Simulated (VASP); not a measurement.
# Pd12S in VASP: notebook

The runs below take Pd12S through single point, with LDA.

Everything below comes from runs of VASP 6.6.1. Logs are shortened: lines on timing, memory, paths and dates and some standing lists are left out, and cuts for length are marked.

### 1 The cell of the first run

The cell holds a slab with vacuum, 13 atoms: a = 5.429 Å, b = 5.429 Å, c = 19.933 Å, α = 90.00°, β = 90.00°, γ = 120.00°.

### 2 Single point, LDA

Contents of INCAR:

```
SYSTEM = Pd12S
PREC = Accurate ; ENCUT = 520
EDIFF = 1E-7 ; ISMEAR = 0
SIGMA = 0.1 ; LREAL = .FALSE.
LASPH = .TRUE. ; NELM = 80
ALGO = Fast ; ISIF = 2
LWAVE = .FALSE. ; LCHARG = .FALSE.
LDIPOL = .TRUE. ; IDIPOL = 3
DIPOL = 0.5 0.5 0.327 ; NBANDS = 75
```

Contents of KPOINTS:

```
Automatic mesh
0
G
  6 6 1
  0 0 0
```

Contents of POSCAR:

```
Pd12S
1.0
    5.4294429595      0.0000000000      0.0000000000
   -2.7147214798      4.7020355314      0.0000000000
    0.0000000000      0.0000000000     19.9331216116
Pd S
12 1
Direct
    0.3333333333      0.1666666667      0.2006710277
    0.3333333333      0.6666666666      0.2006710277
    0.8333333333      0.1666666667      0.2006710277
    0.8333333333      0.6666666667      0.2006710277
    0.1666666667      0.3333333334      0.3118709115
    0.1666666667      0.8333333334      0.3118709115
    0.6666666667      0.3333333334      0.3118709115
    0.6666666667      0.8333333333      0.3118709115
    0.0000000000      0.0000000000      0.4230707952
    0.0000000000      0.5000000000      0.4230707952
    0.5000000000      0.0000000000      0.4230707952
    0.5000000000      0.5000000000      0.4230707952
    0.0000000000      0.2500000000      0.5074461342
```

Potentials or basis: VASP PAW LDA potentials, release 64 (Pd, S).

On the command line:

```
$ cat potpaw_LDA.64/Pd/POTCAR potpaw_LDA.64/S/POTCAR > POTCAR
$ mpirun -np 1 vasp_std > vasp.out
```

OUTCAR:

```text
SYSTEM = Pd12S
   PREC = Accurate
   ENCUT = 520
   EDIFF = 1E-7
   ISMEAR = 0
   LREAL = .FALSE.
   LASPH = .TRUE.
   NELM = 80
   ISIF = 2

 ion  position               nearest neighbor table
   1  0.333  0.167  0.201-   2 2.71   3 2.71   3 2.71   4 2.71   4 2.71   5 2.71   6 2.71   2 2.71
                             7 2.71
   2  0.333  0.667  0.201-   1 2.71   4 2.71   3 2.71   5 2.71   4 2.71   3 2.71   1 2.71   8 2.71
                             6 2.71
   3  0.833  0.167  0.201-   2 2.71   1 2.71   1 2.71   4 2.71   4 2.71   2 2.71   7 2.71   5 2.71
                             8 2.71
   4  0.833  0.667  0.201-   2 2.71   1 2.71   1 2.71   3 2.71   3 2.71   8 2.71   2 2.71   7 2.71
                             6 2.71
   5  0.167  0.333  0.312-  12 2.71  10 2.71   9 2.71   8 2.71   7 2.71   7 2.71   6 2.71   6 2.71
                             2 2.71   8 2.71   1 2.71   3 2.71
   6  0.167  0.833  0.312-  11 2.71   9 2.71  10 2.71   8 2.71   7 2.71   7 2.71   5 2.71   5 2.71
                             8 2.71   1 2.71   4 2.71   2 2.71
   7  0.667  0.333  0.312-  10 2.71  12 2.71  11 2.71   8 2.71   5 2.71   5 2.71   6 2.71   6 2.71
                             3 2.71   4 2.71   8 2.71   1 2.71
   8  0.667  0.833  0.312-   9 2.71  12 2.71  11 2.71   7 2.71   6 2.71   5 2.71   4 2.71   6 2.71
                             5 2.71   7 2.71   2 2.71   3 2.71
   9  0.000  0.000  0.423-  13 2.16   8 2.71   6 2.71   5 2.71  11 2.71  11 2.71  12 2.71  12 2.71
                            10 2.71  10 2.71
  10  0.000  0.500  0.423-  13 2.16   7 2.71   5 2.71   6 2.71  12 2.71  12 2.71  11 2.71  11 2.71
                             9 2.71   9 2.71
  11  0.500  0.000  0.423-   6 2.71   8 2.71   7 2.71   9 2.71   9 2.71  10 2.71  10 2.71  12 2.71
                            12 2.71  13 2.89
  12  0.500  0.500  0.423-   5 2.71   7 2.71   8 2.71  10 2.71  10 2.71   9 2.71   9 2.71  11 2.71
                            11 2.71  13 2.89
  13  0.000  0.250  0.507-   9 2.16  10 2.16  12 2.89  11 2.89

  LATTYP: Found a hexagonal cell.
 ALAT       =     5.4294429595
 C/A-ratio  =     3.6713014135

  Lattice vectors:

 A1 = (   5.4294429595,   0.0000000000,   0.0000000000)
 A2 = (  -2.7147214798,   4.7020355314,   0.0000000000)
 A3 = (   0.0000000000,   0.0000000000,  19.9331216116)

Analysis of symmetry for initial positions (statically):
=====================================================================
 Subroutine PRICEL returns:
 Original cell was already a primitive cell.

 Routine SETGRP: Setting up the symmetry group for a
 hexagonal supercell.

 Subroutine GETGRP returns: Found  2 space group operations
 (whereof  1 operations were pure point group operations)
 out of a pool of 24 trial point group operations.

The static configuration has the point symmetry C_1 .
 The point group associated with its full space group is C_1h.

[... 150 lines left out ...]
   AEXX    =    0.0000 exact exchange contribution
   IVDW    =     0    specifies the selected vdW correction
   LEPSILON=     F    determine dielectric tensor
   LRPA    =     F    only Hartree local field effects (RPA)
 non-spin polarized calculation
 RMM-DIIS sequential band-by-band and
 Gauss-broadening in eV      SIGMA  =   0.10
  energy-cutoff  :      520.00
  volume of cell :      508.88
 maximum number of plane-waves:     13752
   NGX = 21   NGY = 21   NGZ = 75

 dipolmoment           0.000000      0.000000      0.012931 electrons x Angstroem

 number of electron     126.0000003 magnetization

 dipolmoment           0.000000      0.000000     -0.012070 electrons x Angstroem

 Free energy of the ion-electron system (eV)
  ---------------------------------------------------
  ext. energy  EPLUGINS =         0.00000000
  ---------------------------------------------------
  free energy    TOTEN  =       -78.28554292 eV

  energy without entropy =      -78.15625107  energy(sigma->0) =      -78.22089699

 E-fermi :   0.0745     XC(G=0):  -5.8576

 val. band max:        0.0611159189   @ k =   0.0000   0.1667   0.0000
 cond. band min:       0.0828682336   @ k =   0.3333   0.3333   0.0000
 fundamental gap:      0.0217523146
 Fermi energy:         0.0745165286

 k-point     1 :       0.0000    0.0000    0.0000
  band No.  band energies     occupation
      1     -13.1694      2.00000
      2      -6.6742      2.00000
      3      -5.8972      2.00000
      4      -5.7829      2.00000
      5      -5.4176      2.00000
      6      -5.3865      2.00000
[... 1003 lines left out ...]
     74       5.7785      0.00000
     75       5.8534      0.00000

------------------------ aborting loop because EDIFF is reached ----------------------------------------

 vacuum level on the upper side and lower side of the slab       (xc-potential included)        -0.072         0.014

  FORCE on cell =-STRESS in cart. coord.  units (eV):
  Direction    XX          YY          ZZ          XY          YZ          ZX
  --------------------------------------------------------------------------------------
  -------------------------------------------------------------------------------------
  Total       -8.6875539     -6.7921271      1.2889216     -1.6414877     -0.0998442     -0.1729352
  in kB      -27.3521579    -21.3845389      4.0580799     -5.1681096     -0.3143525     -0.5444744
  external PRESSURE =     -14.8928723 kB  Pullay stress =       0.0000000 kB

 VOLUME and BASIS-vectors are now :
 -----------------------------------------------------------------------------
  energy-cutoff  :      520.00
  volume of cell :      508.88
      direct lattice vectors                 reciprocal lattice vectors
     5.429442960  0.000000000  0.000000000     0.184180957  0.106336925  0.000000000
    -2.714721480  4.702035531  0.000000000     0.000000000  0.212673850  0.000000000
     0.000000000  0.000000000 19.933121612     0.000000000  0.000000000  0.050167757

 POSITION                                       TOTAL-FORCE (eV/Angst)
 -----------------------------------------------------------------------------------
      1.35736      0.78367      4.00000        -0.019713      0.045509     -0.119855
     -0.00000      3.13469      4.00000         0.029556     -0.039826     -0.119855
      4.07208      0.78367      4.00000         0.006829      0.003943     -0.039003
      2.71472      3.13469      4.00000        -0.014331     -0.008274      0.005030
     -0.00000      1.56735      6.21656         0.022134      0.012779     -0.336351
     -1.35736      3.91836      6.21656         0.003185      0.001839      0.345121
      2.71472      1.56735      6.21656        -0.013060      0.043007     -0.022506
      1.35736      3.91836      6.21656         0.030715     -0.032814     -0.022506
      0.00000      0.00000      8.43312         0.510410     -0.726701     -0.192053
     -1.35736      2.35102      8.43312        -0.374136      0.805378     -0.192053
      2.71472      0.00000      8.43312         0.094839      0.054755      0.220663
      1.35736      2.35102      8.43312        -0.236313     -0.136436      0.419016
     -0.67868      1.17551     10.11499        -0.040114     -0.023160      0.054350
 -----------------------------------------------------------------------------------
    total drift:                               -0.000017     -0.000010      0.000140

  FREE ENERGIE OF THE ION-ELECTRON SYSTEM (eV)
  ---------------------------------------------------
  free  energy   TOTEN  =       -78.2855429172 eV

  energy  without entropy=      -78.1562510722  energy(sigma->0) =      -78.22089699

 vacuum level on the upper side and lower side of the slab         5.645         5.729
```

stdout:

```text
POSCAR found type information on POSCAR PdS
 POSCAR found :  2 types and      13 ions
 scaLAPACK will be used
 LDA part: xc-table for (Slater(with rela. corr.)+CA(PZ))
 , standard interpolation
 POSCAR, INCAR and KPOINTS ok, starting setup
 FFT: planning ... GRIDC
 FFT: planning ... GRID_SOFT
 FFT: planning ... GRID
 WAVECAR not read
 entering main loop
```

Run time: 27 min. Hardware: 1 thread of Oxide Virtual Turin-like, shared host; peak memory 0.59 GiB.

What came out:

| Item | Value |
| --- | --- |
| Free energy | -78.2855 eV |
| Largest force | 0.909 eV/Å |
| Band gap on the k mesh | zero (bands 63 and 64 overlap by 0.59 eV) |

Forces on the atoms (eV/Å):
```
Pd  -0.020  0.046 -0.120
Pd   0.030 -0.040 -0.120
Pd   0.007  0.004 -0.039
Pd  -0.014 -0.008  0.005
Pd   0.022  0.013 -0.336
Pd   0.003  0.002  0.345
Pd  -0.013  0.043 -0.023
Pd   0.031 -0.033 -0.023
Pd   0.510 -0.727 -0.192
Pd  -0.374  0.805 -0.192
Pd   0.095  0.055  0.221
Pd  -0.236 -0.136  0.419
S   -0.040 -0.023  0.054
```

Levels at points of the mesh, in eV from the Fermi level:
```csv
k point,band 61,band 62,band 63,band 64,band 65,band 66
"(0.00, 0.00, 0.00)",0.18,0.21,0.39,0.39,0.40,0.56
"(0.50, 0.00, 0.00)",-0.19,-0.17,-0.02,0.10,0.14,0.42
"(0.00, 0.50, 0.00)",-0.25,-0.12,-0.08,0.08,0.14,0.25
```

### 3 Single point, LDA

Contents of INCAR:

```
SYSTEM = Pd12S
PREC = Accurate
ENCUT = 520
EDIFF = 1E-7
ISMEAR = 0
SIGMA = 0.1
LREAL = .False.
LASPH = .True.
NELM = 100
ALGO = Fast
ISIF = 2
LWAVE = .False.
LCHARG = .True.
LDIPOL = .True.
IDIPOL = 3
DIPOL = 0.5 0.5 0.328
LELF = .True.
LVHAR = .True.
LVACPOTAV = .True.
NBANDS = 75
```

Contents of KPOINTS:

```
regular mesh
0
Gamma
  6 6 1
  0 0 0
```

Contents of POSCAR:

```
Pd12S
1.0
    5.4294429595      0.0000000000      0.0000000000
   -2.7147214798      4.7020355314      0.0000000000
    0.0000000000      0.0000000000     19.9331216116
Pd S
12 1
Direct
    0.3333333334      0.1666666667      0.2006710277
    0.3333333334      0.6666666667      0.2006710277
    0.8333333334      0.1666666667      0.2006710277
    0.8333333333      0.6666666667      0.2006710277
    0.1666666667      0.3333333333      0.3118709115
    0.1666666667      0.8333333333      0.3118709115
    0.6666666667      0.3333333333      0.3118709115
    0.6666666667      0.8333333333      0.3118709115
    0.0000000000      0.0000000000      0.4230707952
    0.0000000000      0.5000000000      0.4230707952
    0.5000000000      0.0000000000      0.4230707952
    0.5000000000      0.5000000000      0.4230707952
    0.0833333334      0.1666666667      0.5187684863
```

Potentials or basis: VASP PAW LDA potentials, release 64 (Pd, S).

On the command line:

```
$ cat potpaw_LDA.64/Pd/POTCAR potpaw_LDA.64/S/POTCAR > POTCAR
$ mpirun -np 1 vasp_std > vasp.out
```

OUTCAR:

```text
SYSTEM = Pd12S
   PREC = Accurate
   ENCUT = 520
   EDIFF = 1E-7
   ISMEAR = 0
   LREAL = .False.
   LASPH = .True.
   NELM = 100
   ISIF = 2

 ion  position               nearest neighbor table
   1  0.333  0.167  0.201-   4 2.71   3 2.71   3 2.71   2 2.71   2 2.71   4 2.71   7 2.71   5 2.71
                             6 2.71
   2  0.333  0.667  0.201-   4 2.71   3 2.71   3 2.71   1 2.71   1 2.71   8 2.71   6 2.71   4 2.71
                             5 2.71
   3  0.833  0.167  0.201-   4 2.71   1 2.71   1 2.71   2 2.71   2 2.71   4 2.71   5 2.71   7 2.71
                             8 2.71
   4  0.833  0.667  0.201-   2 2.71   1 2.71   3 2.71   8 2.71   1 2.71   3 2.71   2 2.71   6 2.71
                             7 2.71
   5  0.167  0.333  0.312-  12 2.71   9 2.71  10 2.71   7 2.71   7 2.71   8 2.71   8 2.71   6 2.71
                             6 2.71   3 2.71   1 2.71   2 2.71
   6  0.167  0.833  0.312-  11 2.71  10 2.71   9 2.71   8 2.71   8 2.71   7 2.71   7 2.71   5 2.71
                             5 2.71   2 2.71   4 2.71   1 2.71
   7  0.667  0.333  0.312-  10 2.71  11 2.71  12 2.71   5 2.71   5 2.71   6 2.71   6 2.71   8 2.71
                             8 2.71   1 2.71   3 2.71   4 2.71
   8  0.667  0.833  0.312-   9 2.71  12 2.71  11 2.71   6 2.71   6 2.71   5 2.71   5 2.71   7 2.71
                             7 2.71   4 2.71   2 2.71   3 2.71
   9  0.000  0.000  0.423-  13 2.06   8 2.71   5 2.71   6 2.71  11 2.71  11 2.71  12 2.71  12 2.71
                            10 2.71  10 2.71
  10  0.000  0.500  0.423-   7 2.71   6 2.71   5 2.71  12 2.71  12 2.71  11 2.71  11 2.71   9 2.71
                             9 2.71  13 2.82
  11  0.500  0.000  0.423-   6 2.71   7 2.71   8 2.71   9 2.71   9 2.71  10 2.71  10 2.71  12 2.71
                            12 2.71
  12  0.500  0.500  0.423-   5 2.71   8 2.71   7 2.71  10 2.71  10 2.71   9 2.71   9 2.71  11 2.71
                            11 2.71  13 2.82
  13  0.083  0.167  0.519-   9 2.06  12 2.82  10 2.82

  LATTYP: Found a hexagonal cell.
 ALAT       =     5.4294429595
 C/A-ratio  =     3.6713014135

  Lattice vectors:

 A1 = (   5.4294429595,   0.0000000000,   0.0000000000)
 A2 = (  -2.7147214798,   4.7020355314,   0.0000000000)
 A3 = (   0.0000000000,   0.0000000000,  19.9331216116)

[... 183 lines left out ...]
  ext. energy  EPLUGINS =         0.00000000
  ---------------------------------------------------
  free energy    TOTEN  =       -77.39987950 eV

  energy without entropy =      -77.25576037  energy(sigma->0) =      -77.32781993

 E-fermi :  -0.0017     XC(G=0):  -5.9084

 val. band max:       -0.0071740910   @ k =  -0.3333   0.1667   0.0000
 cond. band min:      -0.0003373803   @ k =   0.1667   0.1667   0.0000
 fundamental gap:      0.0068367107
 Fermi energy:        -0.0017481442

 k-point     1 :       0.0000    0.0000    0.0000
  band No.  band energies     occupation
      1     -12.5525      2.00000
      2      -6.7395      2.00000
      3      -5.7519      2.00000
      4      -5.5361      2.00000
      5      -5.4336      2.00000
      6      -5.3472      2.00000
[... 1003 lines left out ...]
     74       5.7426      0.00000
     75       5.8044      0.00000

------------------------ aborting loop because EDIFF is reached ----------------------------------------

  FORCE on cell =-STRESS in cart. coord.  units (eV):
  Direction    XX          YY          ZZ          XY          YZ          ZX
  --------------------------------------------------------------------------------------
  -------------------------------------------------------------------------------------
  Total       -9.8381554     -9.1215085      0.5929854      0.0000000      3.3029291     -0.0000000
  in kB      -30.9747466    -28.7184338      1.8669731      0.0000000     10.3990422     -0.0000000
  external PRESSURE =     -19.2754025 kB  Pullay stress =       0.0000000 kB

 VOLUME and BASIS-vectors are now :
 -----------------------------------------------------------------------------
  energy-cutoff  :      520.00
  volume of cell :      508.88
      direct lattice vectors                 reciprocal lattice vectors
     5.429442960  0.000000000  0.000000000     0.184180957  0.106336925  0.000000000
    -2.714721480  4.702035531  0.000000000     0.000000000  0.212673850  0.000000000
     0.000000000  0.000000000 19.933121612     0.000000000  0.000000000  0.050167757

 POSITION                                       TOTAL-FORCE (eV/Angst)
 -----------------------------------------------------------------------------------
      1.35736      0.78367      4.00000         0.007524      0.005061     -0.047665
      0.00000      3.13469      4.00000         0.000000     -0.034314     -0.067903
      4.07208      0.78367      4.00000        -0.007524      0.005061     -0.047665
      2.71472      3.13469      4.00000        -0.000000      0.012455      0.031901
      0.00000      1.56735      6.21656         0.000000     -0.054294     -0.225928
     -1.35736      3.91836      6.21656        -0.047633      0.015902      0.126790
      2.71472      1.56735      6.21656        -0.000000      0.054534     -0.046235
      1.35736      3.91836      6.21656         0.047633      0.015902      0.126790
      0.00000      0.00000      8.43312         0.000000     -1.170384     -1.393477
     -1.35736      2.35102      8.43312         0.307479     -0.273656      0.725483
      2.71472      0.00000      8.43312         0.000000     -0.043933      0.057839
      1.35736      2.35102      8.43312        -0.307479     -0.273656      0.725483
      0.00000      0.78367     10.34068        -0.000000      1.741323      0.034588
 -----------------------------------------------------------------------------------
    total drift:                               -0.000000     -0.000038      0.000188

  FREE ENERGIE OF THE ION-ELECTRON SYSTEM (eV)
  ---------------------------------------------------
  free  energy   TOTEN  =       -77.3998795014 eV

  energy  without entropy=      -77.2557603657  energy(sigma->0) =      -77.32781993

 vacuum level on the upper side and lower side of the slab         5.829         5.682
```

OSZICAR:

```text
N       E                     dE             d eps       ncg     rms          rms(c)
DAV:   1     0.844299859881E+03    0.84430E+03   -0.57369E+04  1950   0.145E+03
DAV:   2    -0.287281515270E+02   -0.87303E+03   -0.82580E+03  2217   0.311E+02
DAV:   3    -0.795258278329E+02   -0.50798E+02   -0.45882E+02  2265   0.687E+01
[... 27 lines left out ...]
RMM:  31    -0.773998733746E+02   -0.57168E-05   -0.42922E-07  1579   0.110E-03    0.557E-04
RMM:  32    -0.773998775185E+02   -0.41439E-05   -0.33995E-07  1448   0.880E-04    0.686E-04
RMM:  33    -0.773998786458E+02   -0.11273E-05   -0.89784E-08   998   0.544E-04    0.313E-04
RMM:  34    -0.773998792991E+02   -0.65333E-06   -0.79641E-08  1017   0.502E-04    0.159E-04
RMM:  35    -0.773998794079E+02   -0.10872E-06   -0.25113E-08   703   0.349E-04    0.114E-04
RMM:  36    -0.773998795014E+02   -0.93543E-07   -0.17608E-08   672   0.316E-04
   1 F= -.77399880E+02 E0= -.77327820E+02  d E =-.144119E+00
```

Run time: 27 min. Hardware: 1 thread of Oxide Virtual Turin-like, shared host; peak memory 0.59 GiB.

What came out:

```
Free energy            : -77.3999 eV
Largest force          : 1.820 eV/Å
Band gap on the k mesh : zero (bands 63 and 64 overlap by 0.48 eV)
```

Forces in eV/Å, atoms in the order of the input:
```
Pd   0.008  0.005 -0.048
Pd   0.000 -0.034 -0.068
Pd  -0.008  0.005 -0.048
Pd   0.000  0.012  0.032
Pd   0.000 -0.054 -0.226
Pd  -0.048  0.016  0.127
Pd   0.000  0.055 -0.046
Pd   0.048  0.016  0.127
Pd   0.000 -1.170 -1.393
Pd   0.307 -0.274  0.725
Pd   0.000 -0.044  0.058
Pd  -0.307 -0.274  0.725
S    0.000  1.741  0.035
```

The gap in the log of VASP goes by the Fermi energy; the results here count the filled bands.